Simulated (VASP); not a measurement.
Set up this calculation in VASP 6.6.1, as the native input.

```
Task                   : relaxation of cell and atoms
Functional             : PBE
Potentials or basis    : VASP PAW PBE potentials, release 64 (Sc_sv, Ga_d, N)
Cutoff                 : 600 eV
k mesh                 : 4 × 4 × 2
Occupations            : gaussian, width 0.15 eV
Spin                   : no spin polarisation
Dipole correction      : no
Further INCAR settings : ALGO = Normal; EDIFF = 1e-07; IBRION = 2; EDIFFG = -0.08; NSW = 36; ISIF = 3
```

The structure of ScGa3N2 lies in POSCAR:

```
ScGa3N2
1.0
    3.7900394500      0.0000000000      0.0000000000
   -1.8950197300      3.2822704500      0.0000000000
    0.0000000000      0.0000000000      9.1858481900
Sc Ga N
1 3 2
Direct
    0.3333333300      0.6666666700      0.6628438200
    0.0000000000      0.0000000000      0.2506069500
    0.6666666700      0.3333333300      0.5939947400
    0.3333333300      0.6666666700      0.9075262000
    0.0000000000      0.0000000000      0.9967239500
    0.6666666700      0.3333333300      0.3383043100
```

The cell was generated, and may not be a known phase.

The input as run:

INCAR

```
  PREC = Accurate
  ENCUT = 600
  EDIFF = 1E-7
  ISMEAR = 0
  SIGMA = 0.15
  LREAL = F
  LASPH = T
  NELM = 80
  ALGO = Normal
  ISIF = 3
  LWAVE = F
  LCHARG = F
  GGA = PE
  IBRION = 2
  NSW = 36
  EDIFFG = -0.08
```

KPOINTS

```
regular mesh
0
Gamma
  4 4 2
```

Potentials or basis: VASP PAW PBE potentials, release 64 (Sc_sv, Ga_d, N).

Launch:

```console
$ cat potpaw_PBE.64/Sc_sv/POTCAR potpaw_PBE.64/Ga_d/POTCAR potpaw_PBE.64/N/POTCAR > POTCAR
$ mpirun -np 1 vasp_std > vasp.out
```

It gave:

| Quantity | Value |
| --- | --- |
| Relaxed volume | 15.60 Å³/atom |
| Relaxed cell | a = 3.203 Å, b = 3.203 Å, c = 10.541 Å, α = 90.00°, β = 90.00°, γ = 120.00° |
| Space group after relaxing (to 0.1 Å) | P3m1 (No. 156) |
| Energy gained by relaxing | 1366.5 meV/atom |
| Ionic steps | 26 |
| Pressure after relaxing | 0.0 GPa |
| Largest force after relaxing | 0.068 eV/Å |
| Band gap on the k mesh | 0.12 eV (least direct gap 0.38 eV) |

Caveat: the k points lie up to 0.57 Å⁻¹ apart in the final cell; the volume moved by over 15 % at a fixed basis, so the end points are rough; semilocal functionals underestimate gaps, and a narrow one can read as zero; the relaxation stopped at a loose force limit of 0.08 eV/Å, so its end isn't a converged minimum.

Wall time 22 min on 1 thread of Intel(R) Xeon(R) Platinum 8488C (Sapphire Rapids), on a shared host, peak memory 0.29 GiB.
